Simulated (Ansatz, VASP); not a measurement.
# Two plane-wave programs on LuH3

```
Lu H
1.0
     6.09484    0.00000    0.00000
    -3.04742    5.27829    0.00000
     0.00000    0.00000    6.37775
Lu H
6 18
Direct
  0.66239 0.00000 0.25000
  0.33761 0.33761 0.25000
  0.00000 0.66239 0.25000
  0.66239 0.66239 0.75000
  0.00000 0.33761 0.75000
  0.33761 0.00000 0.75000
  0.31998 0.96633 0.41054
  0.64634 0.68002 0.41054
  0.03367 0.35366 0.41054
  0.31998 0.35366 0.91054
  0.03367 0.68002 0.91054
  0.64634 0.96633 0.91054
  0.68002 0.03367 0.58946
  0.35366 0.31998 0.58946
  0.96633 0.64634 0.58946
  0.68002 0.64634 0.08946
  0.96633 0.31998 0.08946
  0.35366 0.03367 0.08946
  0.00000 0.00000 0.25000
  0.00000 0.00000 0.75000
  0.66667 0.33333 0.31147
  0.66667 0.33333 0.81147
  0.33333 0.66667 0.68853
  0.33333 0.66667 0.18853
```

Alike in both runs: task single point; functional PBEsol; k mesh 3 × 3 × 4; occupations gaussian, width 0.1 eV; no spin polarisation.

|  | VASP | Ansatz |
| --- | --- | --- |
| version | VASP 6.6.1 | Ansatz 0.2.0 |
| potentials or method | VASP PAW PBE potentials, release 64 (Lu, H), cutoff 520 eV | scalar-relativistic, plane waves, PAW |
| valence electrons in the cell | 168 | 168 |

Ansatz gave:

```
gap on the k mesh at the Fermi level (eV)                     : 0.10
least direct gap on the mesh (eV)                             : 0.10
pressure (GPa)                                                : -2.5
traceless stress, the component that is largest in VASP (GPa) : 0.13
rms of the force components (eV/Å)                            : 0.039
```

Question: What did VASP give for the same quantities?

Answer: gap on the k mesh at the Fermi level (eV): 0.10; least direct gap on the mesh (eV): 0.10; pressure (GPa): -2.4; traceless stress, the component that is largest in VASP (GPa): 0.06; rms of the force components (eV/Å): 0.041.

VASP's potentials were made for PBE, not for PBEsol. Atom by atom the forces differ by 0.002 eV/Å (rms over components).

Neither program's run includes spin-orbit coupling.
